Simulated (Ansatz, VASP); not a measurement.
SbMo in VASP and in Ansatz

```
CELL_PARAMETERS angstrom
0.00000 2.76013 2.76013
2.76013 0.00000 2.76013
2.76013 2.76013 0.00000
ATOMIC_POSITIONS crystal
Mo 0.50000 0.50000 0.50000
Sb 0.00000 0.00000 0.00000
```

Alike in both runs: task single point; functional PBE; k mesh 10 × 10 × 10; occupations gaussian, width 0.05 eV; non-collinear spin, spin-orbit coupling.

```csv
,VASP,Ansatz
version,VASP 6.6.1,Ansatz 0.2.0
potentials or method,"VASP PAW PBE potentials, release 64 (Mo_sv, Sb), cutoff 520 eV","plane waves, PAW"
valence electrons in the cell,19,29
```

```csv
,VASP,Ansatz,Ansatz less VASP
pressure (GPa),0.0,0.1,+0.05
net moment per atom (μB),0.00,0.00,0.000
```

With one functional, cell and mesh, what is left measures potentials, basis and numerics. VASP's potentials hold 19 valence electrons a cell and Ansatz's 29, so a difference there can come from the potentials and not from the codes.
